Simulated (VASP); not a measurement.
Wanted: the native input for a VASP 6.6.1 run.

- Task: single point
- Functional: PBE
- Potentials or basis: VASP PAW PBE potentials, release 64 (K_sv, Rh_pv)
- Cutoff: 520 eV
- k mesh: 6 × 6 × 4
- Occupations: gaussian, width 0.1 eV
- Spin: no spin polarisation
- Dipole correction: no
- Further INCAR settings: ALGO = Normal; EDIFF = 1e-06; NBANDS = 19

The structure of KRh lies in POSCAR:

```
KRh
1.0
    1.5020264952     -2.4546159899      0.0000000000
    1.5020264952      2.4546159899      0.0000000000
    0.0000000000      0.0000000000      5.4755388767
K Rh
1 1
Direct
    0.0000000000      0.0000000000      0.0000000000
    0.5000000000      0.5000000000      0.5000000000
```

These files were run (other wordings do the same):

INCAR

```
PREC     = Accurate       # precision mode
ENCUT    = 520            # plane-wave cutoff, eV
EDIFF    = 1E-6           # SCF threshold, eV
ISMEAR   = 0              # smearing method
SIGMA    = 0.1            # smearing width, eV
LREAL    = False          # projectors in reciprocal space
LASPH    = True           # aspherical terms in the spheres
NELM     = 80             # most SCF steps
ALGO     = Normal         # electronic algorithm
ISIF     = 2              # what is computed and relaxed
LWAVE    = False          # write WAVECAR
LCHARG   = False          # write CHGCAR
GGA      = PE             # functional
NBANDS   = 19             # bands
```

KPOINTS

```
Automatic mesh
0
Gamma
  6 6 4
```

Potentials or basis: VASP PAW PBE potentials, release 64 (K_sv, Rh_pv).

Launch:

```sh
$ cat potpaw_PBE.64/K_sv/POTCAR potpaw_PBE.64/Rh_pv/POTCAR > POTCAR
$ mpirun -np 1 vasp_std > vasp.out
```

Results of the run:

The pressure is 0.2 GPa. The band gap on the k mesh is zero (bands 12 and 13 overlap by 1.07 eV).

Caveat: the k points lie up to 0.41 Å⁻¹ apart, too coarse for converged energies and pressures of a metal.

It took 40 s on 1 thread of AMD EPYC 7R13, with other jobs on the host, peak memory 0.15 GiB.
